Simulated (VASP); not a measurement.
A run of VASP 6.6.1 is set up as follows.

Contents of INCAR:

```
PREC     = Accurate       # precision mode
ENCUT    = 520            # plane-wave cutoff, eV
EDIFF    = 1E-6           # SCF threshold, eV
ISMEAR   = -1             # smearing method
SIGMA    = 0.05           # smearing width, eV
LREAL    = F              # projectors in reciprocal space
LASPH    = T              # aspherical terms in the spheres
NELM     = 60             # most SCF steps
ALGO     = Normal         # electronic algorithm
ISIF     = 2              # what is computed and relaxed
LWAVE    = F              # write WAVECAR
LCHARG   = F              # write CHGCAR
GGA      = CA             # functional
NBANDS   = 11             # bands
```

Contents of KPOINTS:

```
Automatic mesh
0
Gamma
  12 12 12
```

Contents of POSCAR:

```
Pt
1.0
    0.0000000000      1.9738864712      1.9738864712
    1.9738864712      0.0000000000      1.9738864712
    1.9738864712      1.9738864712      0.0000000000
Pt
1
Direct
    0.0000000000      0.0000000000      0.0000000000
```

Potentials or basis: VASP PAW LDA potentials, release 64 (Pt).

Launch:

```console
$ cat potpaw_LDA.64/Pt/POTCAR > POTCAR
$ mpirun -np 1 vasp_std > vasp.out
```

(1) Estimate the pressure.

(2) Predict the band gap on the k mesh.

## Answers

(1) -10.5 GPa.

(2) zero (band 5 reaches 11.24 eV, above the bottom of band 6 at 9.09 eV).

Caveat: spin-orbit coupling is left out, which moves the levels of the heavy elements.
